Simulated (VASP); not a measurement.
# BaTaH4 (Pmm2) in VASP: a series of runs, part 2 of 2

VASP 6.6.1. Earlier steps stand in the parts before.

## (4) Single point, PBE

This run uses another cell than the first one, of 12.65 Å³/atom.

Input file INCAR:

```
PREC = Accurate
ENCUT = 1230
EDIFF = 1E-6
ISMEAR = 0
SIGMA = 0.1
LREAL = F
LASPH = T
NELM = 120
ALGO = Normal
ISIF = 2
LWAVE = F
LCHARG = T
GGA = PE
LELF = T
LVHAR = T
NBANDS = 22
GGA_COMPAT = F
```

Input file KPOINTS:

```
Automatic mesh
0
Gamma
  6 4 4
```

Input file POSCAR:

```
BaTaH4
1.0
    3.2665837700      0.0000000000      0.0000000000
    0.0000000000      3.8345581300      0.0000000000
    0.0000000000      0.0000000000      6.0615177300
Ba Ta H
1 1 4
Direct
    0.0000000000      0.0000000000      0.9603037500
    0.5000000000      0.0000000000      0.5509221400
    0.0000000000      0.5000000000      0.6811224100
    0.5000000000      0.5000000000      0.1196295800
    0.5000000000      0.5000000000      0.7953194000
    0.0000000000      0.5000000000      0.3927027200
```

Potentials or basis: VASP PAW PBE potentials, release 64 (Ba_sv, Ta_sv_GW, H_h).

Launch:

```sh
$ cat potpaw_PBE.64/Ba_sv/POTCAR potpaw_PBE.64/Ta_sv_GW/POTCAR potpaw_PBE.64/H_h/POTCAR > POTCAR
$ mpirun -np 1 vasp_std > vasp.out
```

OUTCAR:

```text
PREC = Accurate
   ENCUT = 1230
   EDIFF = 1E-6
   ISMEAR = 0
   LREAL = F
   LASPH = T
   NELM = 120
   ISIF = 2
   GGA = PE

 ion  position               nearest neighbor table
   1  0.000  0.000  0.960-   3 2.56   3 2.56   4 2.70   4 2.70   4 2.70   4 2.70   5 2.71   5 2.71
                             5 2.71   5 2.71   2 2.97   2 2.97   2 3.94   2 3.94
   2  0.500  0.000  0.551-   1 2.97   1 2.97   1 3.94   1 3.94
   3  0.000  0.500  0.681-   1 2.56   1 2.56
   4  0.500  0.500  0.120-   1 2.70   1 2.70   1 2.70   1 2.70
   5  0.500  0.500  0.795-   1 2.71   1 2.71   1 2.71   1 2.71
   6  0.000  0.500  0.393-

  LATTYP: Found a simple orthorhombic cell.
 ALAT       =     3.2665837700
 B/A-ratio  =     1.1738741144
 C/A-ratio  =     1.8556137411

  Lattice vectors:

 A1 = (   3.2665837700,   0.0000000000,   0.0000000000)
 A2 = (   0.0000000000,   3.8345581300,   0.0000000000)
 A3 = (   0.0000000000,   0.0000000000,   6.0615177300)

Analysis of symmetry for initial positions (statically):
=====================================================================
 Subroutine PRICEL returns:
 Original cell was already a primitive cell.

 Routine SETGRP: Setting up the symmetry group for a
 simple orthorhombic supercell.

 Subroutine GETGRP returns: Found  4 space group operations
 (whereof  4 operations were pure point group operations)
 out of a pool of  8 trial point group operations.

The static configuration has the point symmetry C_2v.

Analysis of symmetry for dynamics (positions and initial velocities):
=====================================================================
 Subroutine PRICEL returns:
 Original cell was already a primitive cell.

 Routine SETGRP: Setting up the symmetry group for a
 simple orthorhombic supercell.

 Subroutine GETGRP returns: Found  4 space group operations
 (whereof  4 operations were pure point group operations)
 out of a pool of  8 trial point group operations.

The dynamic configuration has the point symmetry C_2v.

 Subroutine INISYM returns: Found  4 space group operations
 (whereof  4 operations are pure point group operations),
 and found     1 'primitive' translations

----------------------------------------------------------------------------------------

                                     Primitive cell

  volume of cell :      75.9260

  direct lattice vectors                    reciprocal lattice vectors
     3.266583770  0.000000000  0.000000000     0.306130218  0.000000000  0.000000000
     0.000000000  3.834558130  0.000000000     0.000000000  0.260786241  0.000000000
     0.000000000  0.000000000  6.061517730     0.000000000  0.000000000  0.164975184

  length of vectors
     3.266583770  3.834558130  6.061517730     0.306130218  0.260786241  0.164975184

  position of ions in fractional coordinates (direct lattice)
     0.000000000  0.000000000  0.960303750
     0.500000000  0.000000000  0.550922140
     0.000000000  0.500000000  0.681122410
     0.500000000  0.500000000  0.119629580
     0.500000000  0.500000000  0.795319400
     0.000000000  0.500000000  0.392702720

  ion indices of the primitive-cell ions
   primitive index   ion index
                 1           1
                 2           2
                 3           3
                 4           4
[... 23 lines left out ...]

 Subroutine IBZKPT returns following result:
 ===========================================

 Found     36 irreducible k-points:

 Following reciprocal coordinates:
            Coordinates               Weight
  0.000000  0.000000  0.000000      1.000000
  0.166667  0.000000  0.000000      2.000000
  0.333333  0.000000  0.000000      2.000000
  0.500000  0.000000  0.000000      1.000000
  0.000000  0.250000  0.000000      2.000000
  0.166667  0.250000  0.000000      4.000000
[... 16 lines left out ...]
  0.333333  0.500000  0.250000      4.000000
  0.500000  0.500000  0.250000      2.000000
 [... further k-points ...]
   k-points           NKPTS =     36   k-points in BZ     NKDIM =     36   number of bands    NBANDS=     22
   number of dos      NEDOS =    301   number of ions     NIONS =      6
   total plane-waves  NPLWV = 134400
   dimension x,y,z NGX =    40 NGY =   48 NGZ =   70
   dimension x,y,z NGXF=    80 NGYF=   96 NGZF=  140
   ions per type =               1   1   4
   NGX,Y,Z   is equivalent  to a cutoff of  20.36, 20.81, 19.20 a.u.
   NGXF,Y,Z  is equivalent  to a cutoff of  40.71, 41.62, 38.40 a.u.
 SYSTEM =  unknown system
   PREC   = accura    normal or accurate (medium, high low for compatibility)
   ISTART =      0    job   : 0-new  1-cont  2-samecut
   ICHARG =      2    charge: 1-file 2-atom 10-const
   ISPIN  =      1    spin polarized calculation?
   LNONCOLLINEAR =      F non collinear calculations
   LSORBIT =      F    spin-orbit coupling
   LASPH  =      T    aspherical Exc in radial PAW
   ENCUT  = 1230.0 eV  90.40 Ry    9.51 a.u.   9.34 10.97 17.33*2*pi/ulx,y,z
   NELM   =    120;   NELMIN=  2; NELMDL= -5     # of ELM steps
   EDIFF  = 0.1E-05   stopping-criterion for ELM
   LREAL  =      F    real-space projection
   EDIFFG = 0.1E-04   stopping-criterion for IOM
   NSW    =      0    number of steps for IOM
   IBRION =     -1    ionic relax: 0-MD 1-quasi-New 2-CG
   NFREE  =      0    steps in history (QN), initial steepest desc. (CG)
   ISIF   =      2    stress and relaxation
   ISYM   =      2    0-nonsym 1-usesym 2-fastsym
   POTIM  = 0.5000    time-step for ionic-motion
   TEBEG  =    0.0;   TEEND  =   0.0 temperature during run
   PSTRESS=    0.0 pullay stress
   NELECT =      27.0000    total number of electrons
   NUPDOWN=      -1.0000    fix difference up-down
   EMIN   =  10.00;   EMAX   =-10.00  energy-range for DOS
   EFERMI =   0.00;   METHOD = LEGACY
   ISMEAR =     0;   SIGMA  =   0.10  broadening in eV -4-tet -1-fermi 0-gaus
   EFERMI_NEDOS =   21; number of points for ismear=-14 and -15
   IALGO  =     38    algorithm
   IMIX   =      4    mixing-type and parameters
     AMIX     =   0.40;   BMIX     =  1.00
     AMIX_MAG =   1.60;   BMIX_MAG =  1.00
  volume/ion in A,a.u.               =      12.65        85.40
  Fermi-wavevector in a.u.,A,eV,Ry     =   1.159843  2.191786 18.303048  1.345236
  Thomas-Fermi vector in A             =   2.296432
   LORBIT       =      0    0 simple, 1 ext, 2 COOP (PROOUT), +10 PAW based schemes
   GGA     = PE    functional components
   LHFCALC =     F    Hartree Fock is set to
   AEXX    =    0.0000 exact exchange contribution
   IVDW    =     0    specifies the selected vdW correction
   LEPSILON=     F    determine dielectric tensor
   LRPA    =     F    only Hartree local field effects (RPA)
 non-spin polarized calculation
 Gauss-broadening in eV      SIGMA  =   0.10
  energy-cutoff  :     1230.00
  volume of cell :       75.93
 maximum number of plane-waves:      7477
 NGX is ok and might be reduce to    40
   NGX = 19   NGY = 21   NGZ = 35

 number of electron      27.0000000 magnetization

 Free energy of the ion-electron system (eV)
  ---------------------------------------------------
  ext. energy  EPLUGINS =         0.00000000
  ---------------------------------------------------
  free energy    TOTEN  =       -24.07057534 eV

  energy without entropy =      -24.05060182  energy(sigma->0) =      -24.06058858

 E-fermi :   4.1671     XC(G=0): -10.1040

 val. band max:        4.1210577003   @ k =   0.0000   0.0000   0.2500
 cond. band min:       4.1901627499   @ k =   0.5000   0.2500   0.0000
 fundamental gap:      0.0691050496
 Fermi energy:         4.1670893209

 k-point     1 :       0.0000    0.0000    0.0000
  band No.  band energies     occupation
      1     -64.9153      2.00000
      2     -31.3061      2.00000
      3     -31.2980      2.00000
      4     -31.1292      2.00000
      5     -23.4286      2.00000
      6      -9.1319      2.00000
[... 589 lines left out ...]
     21       9.1820      0.00000
     22       9.6701      0.00000

 [... further k-points ...]
[... 5 lines left out ...]
  --------------------------------------------------------------------------------------
  -------------------------------------------------------------------------------------
  Total       -1.4226427     -9.0324066      6.9185281      0.0000000      0.0000000      0.0000000
  in kB      -30.0203610   -190.6002893    145.9935888      0.0000000      0.0000000      0.0000000
  external PRESSURE =     -24.8756872 kB  Pullay stress =       0.0000000 kB

 VOLUME and BASIS-vectors are now :
 -----------------------------------------------------------------------------
  energy-cutoff  :     1230.00
  volume of cell :       75.93
      direct lattice vectors                 reciprocal lattice vectors
     3.266583770  0.000000000  0.000000000     0.306130218  0.000000000  0.000000000
     0.000000000  3.834558130  0.000000000     0.000000000  0.260786241  0.000000000
     0.000000000  0.000000000  6.061517730     0.000000000  0.000000000  0.164975184

 POSITION                                       TOTAL-FORCE (eV/Angst)
 -----------------------------------------------------------------------------------
      0.00000      0.00000      5.82090         0.000000      0.000000      4.325036
      1.63329      0.00000      3.33942         0.000000      0.000000     -2.827027
      0.00000      1.91728      4.12864         0.000000      0.000000     -0.850107
      1.63329      1.91728      0.72514         0.000000      0.000000     -0.249983
      1.63329      1.91728      4.82084         0.000000      0.000000     -0.769188
      0.00000      1.91728      2.38037         0.000000      0.000000      0.371268
 -----------------------------------------------------------------------------------
    total drift:                                0.000000      0.000000     -0.000920

  FREE ENERGIE OF THE ION-ELECTRON SYSTEM (eV)
  ---------------------------------------------------
  free  energy   TOTEN  =       -24.0705753441 eV

  energy  without entropy=      -24.0506018154  energy(sigma->0) =      -24.06058858
```

OSZICAR:

```text
N       E                     dE             d eps       ncg     rms          rms(c)
DAV:   1     0.293362184221E+03    0.29336E+03   -0.21124E+04  1584   0.216E+03
DAV:   2    -0.500087950122E+01   -0.29836E+03   -0.28888E+03  2090   0.348E+02
DAV:   3    -0.291977304436E+02   -0.24197E+02   -0.23891E+02  2178   0.101E+02
DAV:   4    -0.299075894318E+02   -0.70986E+00   -0.70871E+00  2212   0.146E+01
DAV:   5    -0.299183598156E+02   -0.10770E-01   -0.10764E-01  2194   0.162E+00    0.680E+01
DAV:   6    -0.243772015634E+02    0.55412E+01   -0.32701E+01  1922   0.174E+01    0.756E+01
DAV:   7    -0.242705428706E+02    0.10666E+00   -0.21134E+00  1898   0.564E+00    0.444E+01
DAV:   8    -0.240835615599E+02    0.18698E+00   -0.11896E+00  1874   0.416E+00    0.221E+01
DAV:   9    -0.240745686737E+02    0.89929E-02   -0.18957E-01  2050   0.214E+00    0.875E+00
DAV:  10    -0.240711243727E+02    0.34443E-02   -0.21558E-02  1938   0.633E-01    0.588E+00
DAV:  11    -0.240707349747E+02    0.38940E-03   -0.29963E-03  1826   0.339E-01    0.249E+00
DAV:  12    -0.240705861078E+02    0.14887E-03   -0.65609E-04  2238   0.132E-01    0.110E+00
DAV:  13    -0.240705750697E+02    0.11038E-04   -0.14260E-04  2044   0.690E-02    0.155E-01
DAV:  14    -0.240705745406E+02    0.52910E-06   -0.13685E-05  2044   0.212E-02    0.391E-02
DAV:  15    -0.240705753441E+02   -0.80352E-06   -0.33675E-06  1890   0.120E-02
   1 F= -.24070575E+02 E0= -.24060589E+02  d E =-.199735E-01
```

stdout:

```text
POSCAR found type information on POSCAR BaTaH
 POSCAR found :  3 types and       6 ions
 scaLAPACK will be used
 LDA part: xc-table for (Slater+PW92), standard interpolation
 POSCAR, INCAR and KPOINTS ok, starting setup
 FFT: planning ... GRIDC
 FFT: planning ... GRID_SOFT
 FFT: planning ... GRID
 WAVECAR not read
 entering main loop
```

Run time: 5.3 min. Hardware: 1 thread of Intel Xeon Platinum 8488C (Sapphire Rapids), shared host; peak memory 0.53 GiB.

Results:

| Quantity | Value |
| --- | --- |
| Free energy | -24.0706 eV |
| Pressure | -2.5 GPa |
| Largest force | 4.325 eV/Å |
| Band gap on the k mesh | zero (an odd number of electrons rules out a gap without spin polarisation) |

Forces in eV/Å, atoms in the order of the input:
```
Ba   0.000  0.000  4.325
Ta   0.000  0.000 -2.827
H    0.000  0.000 -0.850
H    0.000  0.000 -0.250
H    0.000  0.000 -0.769
H    0.000  0.000  0.371
```

Levels at points of the mesh, in eV from the Fermi level:
| k point | band 11 | band 12 | band 13 | band 14 | band 15 | band 16 |
| --- | --- | --- | --- | --- | --- | --- |
| (0.00, 0.00, 0.00) | -3.29 | -1.39 | -0.84 | -0.18 | 0.73 | 1.55 |
| (0.50, 0.00, 0.00) | -2.46 | -1.90 | -0.56 | -0.29 | 0.23 | 0.62 |
| (0.00, 0.50, 0.00) | -3.54 | -1.79 | -1.32 | 0.89 | 0.94 | 1.65 |
| (0.50, 0.50, 0.00) | -2.30 | -1.51 | -0.52 | -0.24 | 1.07 | 1.52 |
| (0.00, 0.00, 0.50) | -2.53 | -1.18 | -0.17 | 0.11 | 0.88 | 1.00 |
| (0.50, 0.00, 0.50) | -2.97 | -2.95 | -0.68 | -0.66 | 0.04 | 0.49 |
| (0.00, 0.50, 0.50) | -2.88 | -1.11 | -0.48 | 0.83 | 0.97 | 1.13 |
| (0.50, 0.50, 0.50) | -1.96 | -1.83 | -1.21 | -0.59 | 0.86 | 2.05 |

Caveat: the k points lie up to 0.41 Å⁻¹ apart, too coarse for converged energies and pressures of a metal; spin-orbit coupling is left out, which moves the levels of the heavy elements; an odd number of electrons without spin polarisation forces a metal; a magnetic or distorted state may lie lower.

## (5) Overview

```tsv
task	potentials or basis	cell	k mesh	cutoff (eV)	gap on the mesh (eV)	pressure (GPa)	largest force (eV/Å)
relaxation of cell and atoms	VASP PAW PBE potentials, release 64 (Ba_sv, Ta_sv_GW, H)	relaxed from a = 3.054, b = 3.236, c = 6.860 Å, 6 atoms, atomic positions A	6 × 6 × 4	500	none	0.1	0.04
single point	VASP PAW PBE potentials, release 64 (Ba_sv, Ta_sv_GW, H)	a = 3.003, b = 3.275, c = 6.816 Å, 6 atoms, atomic positions B	12 × 12 × 6	500	none	1.4	0.12
single point	VASP PAW PBE potentials, release 64 (Ba_sv, Ta_sv_GW, H_h)	a = 3.267, b = 3.835, c = 6.062 Å, 6 atoms, atomic positions C	6 × 4 × 4	1230	none	-2.5	4.33
```

Alike in all rows: level PBE; no spin polarisation; smearing gaussian 0.1 eV.

Caveats: some runs use coarse meshes; spin-orbit coupling is left out, which moves the levels of the heavy elements; an odd number of electrons without spin polarisation forces a metal; a magnetic or distorted state may lie lower.

Total energies depend on the potentials used, so only differences within one code and one set of settings carry meaning.

The gap in the log of VASP goes by the Fermi energy; the results here count the filled bands.